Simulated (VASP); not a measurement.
# TaAl4 in VASP: a series of runs

Runs on TaAl4. Level: PBE. Tasks: single point, relaxation of cell and atoms.

Program: VASP 6.6.1. These are calculated values, not measurements. Logs are shortened: lines on timing, memory, paths and dates and some standing lists are left out, and cuts for length are marked.

### 1 The cell of the first run

The typed cell holds 10 atoms: a = 5.278 Å, b = 5.278 Å, c = 8.808 Å, α = 90.06°, β = 89.93°, γ = 113.36°.

### 2 Single point, PBE

Contents of INCAR:

```
SYSTEM = TaAl4
PREC = Accurate
ENCUT = 520
EDIFF = 1E-7
ISMEAR = 0
SIGMA = 0.2
LREAL = .False.
LASPH = .True.
NELM = 100
ALGO = Fast
ISIF = 2
LWAVE = .False.
LCHARG = .False.
GGA = PE
NBANDS = 34
```

Contents of KPOINTS:

```
Automatic mesh
0
Gamma
  4 4 4
  0 0 0
```

Contents of POSCAR:

```
TaAl4
1.0
   -3.1152368167      3.1209816434      2.8996504341
    3.1176274977     -3.1202689021      2.8983721893
    6.2235335501      6.2321546442     -0.0022745072
Ta Al
2 8
Direct
    0.0191022457      1.0190731361      0.0000045292
    0.5190650646      0.5191192559      0.4999994218
    0.2449167360      0.2446555595      0.2625639842
    0.7455100109      0.7451230130      0.7623193458
    0.7446935074      0.7448706484      0.2374551792
    0.2451315999      0.2455477493      0.7377096089
    0.9831452873      0.5077637909      0.9995625854
    0.4829541528      1.0077451203      0.4997214756
    0.5077498837      0.9830177641      0.0002705318
    0.0077315119      0.4830839625      0.5003933381
```

Potentials or basis: VASP PAW PBE potentials, release 64 (Ta_pv, Al).

Run with:

```console
$ cat potpaw_PBE.64/Ta_pv/POTCAR potpaw_PBE.64/Al/POTCAR > POTCAR
$ mpirun -np 1 vasp_std > vasp.out
```

OUTCAR:

```text
SYSTEM = TaAl4
   PREC = Accurate
   ENCUT = 520
   EDIFF = 1E-7
   ISMEAR = 0
   LREAL = .False.
   LASPH = .True.
   NELM = 100
   ISIF = 2
   GGA = PE

 ion  position               nearest neighbor table
   1  0.019  0.019  0.000-   5 2.63   4 2.63   9 2.63   7 2.63   6 2.66   3 2.66   9 2.66   7 2.66

   2  0.519  0.519  0.500-   6 2.63   3 2.63  10 2.63   8 2.63   5 2.66   4 2.66  10 2.66   8 2.66

   3  0.245  0.245  0.263-   2 2.63   1 2.66   5 2.91   5 2.91   8 2.96  10 2.96   9 3.27   7 3.28

   4  0.746  0.745  0.762-   1 2.63   2 2.66   6 2.91   6 2.91   7 2.96   9 2.96  10 3.26   8 3.28

   5  0.745  0.745  0.237-   1 2.63   2 2.66   3 2.91   3 2.91   9 2.96   7 2.96   8 3.27  10 3.28

   6  0.245  0.246  0.738-   2 2.63   1 2.66   4 2.91   4 2.91  10 2.96   8 2.96   7 3.26   9 3.28

   7  0.983  0.508  1.000-   1 2.63   1 2.66   9 2.91   9 2.91   4 2.96   5 2.96   6 3.26   3 3.28

   8  0.483  0.008  0.500-   2 2.63   2 2.66  10 2.91  10 2.91   3 2.96   6 2.96   5 3.27   4 3.28

   9  0.508  0.983  0.000-   1 2.63   1 2.66   7 2.91   7 2.91   5 2.96   4 2.96   3 3.27   6 3.28

  10  0.008  0.483  0.500-   2 2.63   2 2.66   8 2.91   8 2.91   6 2.96   3 2.96   4 3.26   5 3.28

  LATTYP: Found a triclinic cell.
 ALAT       =     5.2776130478
 B/A-ratio  =     1.0000545901
 C/A-ratio  =     1.6688423176
 COS(alpha) =     0.0010741363
 COS(beta)  =     0.0012061314
 COS(gamma) =     0.3965641641

  Lattice vectors:

 A1 = (   3.1152368167,  -3.1209816434,  -2.8996504341)
 A2 = (   3.1176274977,  -3.1202689021,   2.8983721893)
 A3 = (  -6.2235335501,  -6.2321546442,   0.0022745072)

Analysis of symmetry for initial positions (statically):
=====================================================================
 Subroutine PRICEL returns:
 Original cell was already a primitive cell.

 Routine SETGRP: Setting up the symmetry group for a
 triclinic supercell.

 Subroutine GETGRP returns: Found  1 space group operations
 (whereof  1 operations were pure point group operations)
 out of a pool of  2 trial point group operations.

The static configuration has the point symmetry C_1 .

Analysis of symmetry for dynamics (positions and initial velocities):
=====================================================================
 Subroutine PRICEL returns:
 Original cell was already a primitive cell.

 Routine SETGRP: Setting up the symmetry group for a
 triclinic supercell.

 Subroutine GETGRP returns: Found  1 space group operations
 (whereof  1 operations were pure point group operations)
 out of a pool of  2 trial point group operations.

The dynamic configuration has the point symmetry C_1 .

 Subroutine INISYM returns: Found  1 space group operations
 (whereof  1 operations are pure point group operations),
 and found     1 'primitive' translations

----------------------------------------------------------------------------------------

                                     Primitive cell

  volume of cell :     225.2150

  direct lattice vectors                    reciprocal lattice vectors
    -3.115236817  3.120981643  2.899650434    -0.080172324  0.080124374  0.172495801
     3.117627498 -3.120268902  2.898372189     0.080270727 -0.080096749  0.172449342
     6.223533550  6.232154644 -0.002274507     0.080338604  0.080230664 -0.000042988

  length of vectors
     5.277613048  5.277901153  8.807503990     0.206403290  0.206391992  0.113539652

  position of ions in fractional coordinates (direct lattice)
     0.019102246  0.019073136  0.000004529
     0.519065065  0.519119256  0.499999422
     0.244916736  0.244655560  0.262563984
     0.745510011  0.745123013  0.762319346
     0.744693507  0.744870648  0.237455179
     0.245131600  0.245547749  0.737709609
     0.983145287  0.507763791  0.999562585
     0.482954153  0.007745120  0.499721476
     0.507749884  0.983017764  0.000270532
     0.007731512  0.483083962  0.500393338

  ion indices of the primitive-cell ions
   primitive index   ion index
                 1           1
                 2           2
                 3           3
                 4           4
                 5           5
                 6           6
                 7           7
                 8           8
                 9           9
                10          10

----------------------------------------------------------------------------------------

 KPOINTS: Automatic mesh

Automatic generation of k-mesh.
 Grid dimensions read from file:
 generate k-points for:    4    4    4

 Generating k-lattice:

  Cartesian coordinates                     Fractional coordinates (reciprocal lattice)
    -0.020043081  0.020031093  0.043123950     0.250000000 -0.000000000 -0.000000000
     0.020067682 -0.020024187  0.043112336     0.000000000  0.250000000  0.000000000
     0.020084651  0.020057666 -0.000010747    -0.000000000  0.000000000  0.250000000

  Length of vectors
     0.051600823  0.051597998  0.028384913

  Shift w.r.t. Gamma in fractional coordinates (k-lattice)
     0.000000000  0.000000000  0.000000000

 Subroutine IBZKPT returns following result:
 ===========================================

 Found     36 irreducible k-points:

 Following reciprocal coordinates:
            Coordinates               Weight
  0.000000  0.000000  0.000000      1.000000
  0.250000  0.000000  0.000000      2.000000
  0.500000  0.000000  0.000000      1.000000
  0.000000  0.250000 -0.000000      2.000000
  0.250000  0.250000 -0.000000      2.000000
  0.500000  0.250000 -0.000000      2.000000
[... 16 lines left out ...]
  0.000000 -0.250000  0.250000      2.000000
  0.250000 -0.250000  0.250000      2.000000
 [... further k-points ...]
   k-points           NKPTS =     36   k-points in BZ     NKDIM =     36   number of bands    NBANDS=     34
   number of dos      NEDOS =    301   number of ions     NIONS =     10
   total plane-waves  NPLWV = 112000
   dimension x,y,z NGX =    40 NGY =   40 NGZ =   70
   dimension x,y,z NGXF=    80 NGYF=   80 NGZF=  140
   ions per type =               2   8
   NGX,Y,Z   is equivalent  to a cutoff of  12.60, 12.60, 13.21 a.u.
   NGXF,Y,Z  is equivalent  to a cutoff of  25.20, 25.20, 26.43 a.u.
 SYSTEM =  TaAl4
   PREC   = accura    normal or accurate (medium, high low for compatibility)
   ISTART =      0    job   : 0-new  1-cont  2-samecut
   ICHARG =      2    charge: 1-file 2-atom 10-const
   ISPIN  =      1    spin polarized calculation?
   LNONCOLLINEAR =      F non collinear calculations
   LSORBIT =      F    spin-orbit coupling
   LASPH  =      T    aspherical Exc in radial PAW
   ENCUT  =  520.0 eV  38.22 Ry    6.18 a.u.   9.81  9.81 16.38*2*pi/ulx,y,z
   NELM   =    100;   NELMIN=  2; NELMDL= -5     # of ELM steps
   EDIFF  = 0.1E-06   stopping-criterion for ELM
   LREAL  =      F    real-space projection
   EDIFFG = 0.1E-05   stopping-criterion for IOM
   NSW    =      0    number of steps for IOM
   IBRION =     -1    ionic relax: 0-MD 1-quasi-New 2-CG
   NFREE  =      0    steps in history (QN), initial steepest desc. (CG)
   ISIF   =      2    stress and relaxation
   ISYM   =      2    0-nonsym 1-usesym 2-fastsym
   POTIM  = 0.5000    time-step for ionic-motion
   TEBEG  =    0.0;   TEEND  =   0.0 temperature during run
   PSTRESS=    0.0 pullay stress
   NELECT =      46.0000    total number of electrons
   NUPDOWN=      -1.0000    fix difference up-down
   EMIN   =  10.00;   EMAX   =-10.00  energy-range for DOS
   EFERMI =   0.00;   METHOD = LEGACY
   ISMEAR =     0;   SIGMA  =   0.20  broadening in eV -4-tet -1-fermi 0-gaus
   EFERMI_NEDOS =   21; number of points for ismear=-14 and -15
   IALGO  =     68    algorithm
   IMIX   =      4    mixing-type and parameters
     AMIX     =   0.40;   BMIX     =  1.00
     AMIX_MAG =   1.60;   BMIX_MAG =  1.00
  volume/ion in A,a.u.               =      22.52       151.98
  Fermi-wavevector in a.u.,A,eV,Ry     =   0.964114  1.821911 12.646829  0.929516
  Thomas-Fermi vector in A             =   2.093717
   LORBIT       =      0    0 simple, 1 ext, 2 COOP (PROOUT), +10 PAW based schemes
   GGA     = PE    functional components
   LHFCALC =     F    Hartree Fock is set to
   AEXX    =    0.0000 exact exchange contribution
   IVDW    =     0    specifies the selected vdW correction
   LEPSILON=     F    determine dielectric tensor
   LRPA    =     F    only Hartree local field effects (RPA)
 non-spin polarized calculation
 RMM-DIIS sequential band-by-band and
 Gauss-broadening in eV      SIGMA  =   0.20
  energy-cutoff  :      520.00
  volume of cell :      225.21
 maximum number of plane-waves:      6100
   NGX = 19   NGY = 19   NGZ = 33

 number of electron      45.9999998 magnetization

 Free energy of the ion-electron system (eV)
  ---------------------------------------------------
  ext. energy  EPLUGINS =         0.00000000
  ---------------------------------------------------
  free energy    TOTEN  =       -51.17179599 eV

  energy without entropy =      -51.03472130  energy(sigma->0) =      -51.10325864

 E-fermi :   3.8344     XC(G=0):  -9.3290

 val. band max:        3.7921485711   @ k =   0.5000  -0.2500   0.2500
 cond. band min:       3.8411957700   @ k =   0.5000   0.2500  -0.0000
 fundamental gap:      0.0490471989
 Fermi energy:         3.8344359528

 k-point     1 :       0.0000    0.0000    0.0000
  band No.  band energies     occupation
      1     -29.3187      2.00000
      2     -29.3173      2.00000
      3     -29.2294      2.00000
      4     -29.2291      2.00000
      5     -29.2289      2.00000
      6     -29.2261      2.00000
[... 26 lines left out ...]
     33       7.7769      0.00000
     34       8.5202      0.00000

 k-point     2 :       0.2500    0.0000    0.0000
  band No.  band energies     occupation
      1     -29.3189      2.00000
      2     -29.3179      2.00000
      3     -29.2300      2.00000
      4     -29.2297      2.00000
      5     -29.2288      2.00000
      6     -29.2265      2.00000
[... 26 lines left out ...]
     33       7.9563      0.00000
     34       8.2870      0.00000
[... 775 lines left out ...]
     33       8.3171      0.00000
     34       8.3677      0.00000

 k-point    24 :       0.2500   -0.2500    0.2500
  band No.  band energies     occupation
      1     -29.3192      2.00000
      2     -29.3182      2.00000
      3     -29.2308      2.00000
      4     -29.2305      2.00000
      5     -29.2288      2.00000
      6     -29.2266      2.00000
[... 26 lines left out ...]
     33       7.8434      0.00000
     34       8.0402      0.00000

 [... further k-points ...]
[... 5 lines left out ...]
  --------------------------------------------------------------------------------------
  -------------------------------------------------------------------------------------
  Total        0.0229128      0.0000896      0.0241703      0.0069895     -0.0025020     -0.0081143
  in kB        0.1630013      0.0006376      0.1719470      0.0497236     -0.0177991     -0.0577251
  external PRESSURE =       0.1118620 kB  Pullay stress =       0.0000000 kB

 VOLUME and BASIS-vectors are now :
 -----------------------------------------------------------------------------
  energy-cutoff  :      520.00
  volume of cell :      225.21
      direct lattice vectors                 reciprocal lattice vectors
    -3.115236817  3.120981643  2.899650434    -0.080172324  0.080124374  0.172495801
     3.117627498 -3.120268902  2.898372189     0.080270727 -0.080096749  0.172449342
     6.223533550  6.232154644 -0.002274507     0.080338604  0.080230664 -0.000042988

 POSITION                                       TOTAL-FORCE (eV/Angst)
 -----------------------------------------------------------------------------------
     -0.00002      0.00013      0.11067         0.002066      0.002046      0.007755
      3.11317      3.11627      3.00857        -0.001627     -0.000359      0.007236
      1.63385      1.63733      1.41868         0.004122      0.002653     -0.001381
      4.74490      4.75263      4.31963         0.004888      0.003323     -0.001604
      1.48014      1.47984      4.31772        -0.004774     -0.004077     -0.001261
      4.59304      4.59640      1.42081        -0.005537     -0.003980     -0.001951
      4.74110      7.71345      4.32019         0.004311     -0.002336     -0.003082
      1.62966      4.59747      1.42171         0.004812     -0.001878     -0.001220
      1.48461     -1.48092      4.32145        -0.004484      0.002258     -0.001394
      4.59621      1.63531      1.42144        -0.003776      0.002349     -0.003097
 -----------------------------------------------------------------------------------
    total drift:                                0.000001     -0.000001     -0.000144

  FREE ENERGIE OF THE ION-ELECTRON SYSTEM (eV)
  ---------------------------------------------------
  free  energy   TOTEN  =       -51.1717959928 eV

  energy  without entropy=      -51.0347212952  energy(sigma->0) =      -51.10325864
```

It took 2.6 min on 1 thread of Intel Xeon 6975P-C (Granite Rapids), shared host; peak memory 0.45 GiB.

Results:

* Free energy: -51.1718 eV
* Pressure: 0.0 GPa
* Largest force: 0.008 eV/Å
* Band gap on the k mesh: zero (bands 23 and 24 overlap by 0.84 eV)

Forces in eV/Å, atoms in the order of the input:
```
Ta   0.002  0.002  0.008
Ta  -0.002  0.000  0.007
Al   0.004  0.003 -0.001
Al   0.005  0.003 -0.002
Al  -0.005 -0.004 -0.001
Al  -0.006 -0.004 -0.002
Al   0.004 -0.002 -0.003
Al   0.005 -0.002 -0.001
Al  -0.004  0.002 -0.001
Al  -0.004  0.002 -0.003
```

Levels at points of the mesh, in eV from the Fermi level:
| k point | band 19 | band 20 | band 21 | band 22 | band 23 | band 24 | band 25 | band 26 | band 27 | band 28 |
| --- | --- | --- | --- | --- | --- | --- | --- | --- | --- | --- |
| (0.00, 0.00, 0.00) | -0.33 | -0.33 | -0.26 | -0.25 | -0.12 | -0.11 | 0.37 | 0.67 | 0.78 | 1.43 |
| (0.50, 0.00, 0.00) | -0.61 | -0.61 | -0.36 | -0.36 | 0.25 | 0.25 | 1.80 | 1.80 | 2.44 | 2.45 |
| (0.00, 0.50, 0.00) | -0.61 | -0.61 | -0.36 | -0.36 | 0.25 | 0.25 | 1.80 | 1.80 | 2.44 | 2.45 |
| (0.50, 0.50, 0.00) | -0.84 | -0.72 | -0.72 | -0.59 | -0.42 | -0.32 | 1.45 | 2.39 | 3.19 | 3.24 |
| (0.00, 0.00, 0.50) | -0.63 | -0.63 | -0.30 | -0.30 | 0.04 | 0.04 | 1.11 | 1.11 | 1.77 | 1.77 |
| (0.50, 0.00, 0.50) | -0.52 | -0.52 | -0.38 | -0.37 | 0.06 | 0.07 | 1.86 | 1.87 | 3.02 | 3.02 |
| (0.00, 0.50, 0.50) | -0.52 | -0.52 | -0.38 | -0.37 | 0.06 | 0.07 | 1.86 | 1.87 | 3.02 | 3.02 |
| (0.50, 0.50, 0.50) | -1.32 | -1.31 | -0.74 | -0.74 | -0.58 | -0.58 | 2.19 | 2.19 | 3.08 | 3.09 |

Caveat: spin-orbit coupling is left out, which moves the levels of the heavy elements.

### 3 Relaxation of cell and atoms, PBE

This run uses another cell than the first one: it holds 5 atoms, not 10.

Contents of INCAR:

```
SYSTEM = TaAl4
PREC = Accurate
ENCUT = 600
EDIFF = 1E-7
ISMEAR = 0
SIGMA = 0.1
LREAL = .False.
LASPH = .True.
NELM = 80
ALGO = Fast
ISIF = 3
LWAVE = .False.
LCHARG = .False.
GGA = PE
IBRION = 2
NSW = 100
EDIFFG = -0.01
```

Contents of KPOINTS:

```
regular mesh
0
Gamma
  10 10 10
  0 0 0
```

Contents of POSCAR:

```
TaAl4
1.0
   -3.1162263014      3.1162263014      2.8990115800
    3.1162263014     -3.1162263014      2.8990115800
    3.1162263014      3.1162263014     -2.8990115800
Ta Al
1 4
Direct
    0.9809018285      0.9809018285      0.0000000000
    0.0173801137      0.4925007347      0.0000000000
    0.4925007347      0.0173801137      0.0000000000
    0.4925007347      0.4925007347      0.4751206210
    0.0173801137      0.0173801137      0.5248793790
```

Potentials or basis: VASP PAW PBE potentials, release 64 (Ta_pv, Al).

Run with:

```console
$ cat potpaw_PBE.64/Ta_pv/POTCAR potpaw_PBE.64/Al/POTCAR > POTCAR
$ mpirun -np 1 vasp_std > vasp.out
```

It took 8 min on 1 thread of Intel Xeon 6975P-C (Granite Rapids), shared host; peak memory 0.43 GiB.

The run converged. Its results:

| Property | Result |
| --- | --- |
| Free energy | -25.5414 eV |
| Relaxed volume | 22.54 Å³/atom |
| Relaxed cell | a = 5.276 Å, b = 5.276 Å, c = 5.276 Å, α = 107.55°, β = 107.55°, γ = 113.38° |
| Space group after relaxing (to 0.1 Å) | I4mm (No. 107) |
| Energy gained by relaxing | 0.2 meV/atom |
| Ionic steps | 9 |
| Pressure after relaxing | 0.0 GPa |
| Largest force after relaxing | 0.010 eV/Å |
| Band gap on the k mesh | zero (an odd number of electrons rules out a gap without spin polarisation) |

Forces in eV/Å, atoms in the order of the input:
```
Ta   0.000  0.000  0.010
Al  -0.003  0.003 -0.002
Al   0.003 -0.003 -0.002
Al  -0.003 -0.003 -0.002
Al   0.003  0.003 -0.002
```

Stress tensor (GPa, compression positive):
```
 0.02  0.00  0.00
 0.00  0.02  0.00
 0.00  0.00 -0.06
```

Step by step:
| step | energy change (eV) | largest force (eV/Å) | pressure (GPa) | volume (Å³) |
| --- | --- | --- | --- | --- |
| 1 | 0.0000 | 0.0351 | 0.07 | 112.61 |
| 2 | -0.0002 | 0.0235 | -0.03 | 112.77 |
| 3 | -0.0003 | 0.0368 | -0.10 | 112.89 |
| 4 | -0.0004 | 0.0372 | -0.06 | 112.82 |
| 5 | -0.0006 | 0.0384 | 0.01 | 112.70 |
| 6 | -0.0006 | 0.0388 | 0.03 | 112.66 |
| 7 | -0.0007 | 0.0029 | 0.00 | 112.69 |
| 8 | -0.0007 | 0.0178 | -0.01 | 112.70 |
| 9 | -0.0008 | 0.0097 | 0.00 | 112.68 |

Final structure:
```cif
data_structure
_symmetry_space_group_name_H-M 'P 1'
_symmetry_Int_Tables_number 1
_cell_length_a 5.2764
_cell_length_b 5.2764
_cell_length_c 5.2764
_cell_angle_alpha 107.552
_cell_angle_beta 107.552
_cell_angle_gamma 113.382
_cell_volume 112.68
loop_
_atom_site_label
_atom_site_type_symbol
_atom_site_fract_x
_atom_site_fract_y
_atom_site_fract_z
_atom_site_occupancy
Ta1 Ta 0.97928 0.97928 0.00000 1
Al1 Al 0.01896 0.49173 0.00000 1
Al2 Al 0.49173 0.01896 0.00000 1
Al3 Al 0.49173 0.49173 0.47277 1
Al4 Al 0.01896 0.01896 0.52723 1
```

Levels at points of the mesh, in eV from the Fermi level:
```tsv
k point	band 7	band 8	band 9	band 10	band 11	band 12	band 13	band 14	band 15
(0.00, 0.00, 0.00)	-2.53	-0.40	-0.27	-0.27	-0.16	-0.16	0.36	0.65	0.81
(0.50, 0.00, 0.00)	-2.65	-2.08	-0.95	-0.53	-0.39	0.05	1.84	2.98	3.07
(0.50, 0.50, 0.00)	-2.28	-2.00	-0.87	-0.61	-0.43	-0.34	1.40	2.36	3.21
(0.50, 0.50, 0.50)	-3.67	-3.07	-2.94	-1.01	-0.73	-0.73	3.15	3.51	3.57
```

Caveat: spin-orbit coupling is left out, which moves the levels of the heavy elements.
